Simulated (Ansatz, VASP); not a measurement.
## Two plane-wave programs on Ti

```
CELL_PARAMETERS angstrom
3.17779 0.00000 0.00000
-1.58889 2.75205 0.00000
0.00000 0.00000 4.03827
ATOMIC_POSITIONS crystal
Ti 0.33333 0.66667 0.25000
Ti 0.66667 0.33333 0.75000
```

Alike in both runs: task single point; functional PBE; k mesh 24 × 24 × 14; occupations gaussian, width 0.15 eV; no spin polarisation.

|  | VASP | Ansatz |
| --- | --- | --- |
| version | VASP 6.6.1 | Ansatz 0.2.0 |
| potentials or method | VASP PAW PBE potentials, release 64 (Ti_sv), cutoff 520 eV | scalar-relativistic, plane waves, PAW |
| valence electrons in the cell | 24 | 24 |

```csv
,VASP,Ansatz,Ansatz less VASP
gap on the k mesh at the Fermi level (eV),none,none,-
pressure (GPa),-0.5,-0.2,+0.29
"traceless stress, the component that is largest in VASP (GPa)",10.78,10.80,+0.027
```

A gap of «none» marks a metal or a gap that the smearing closes.
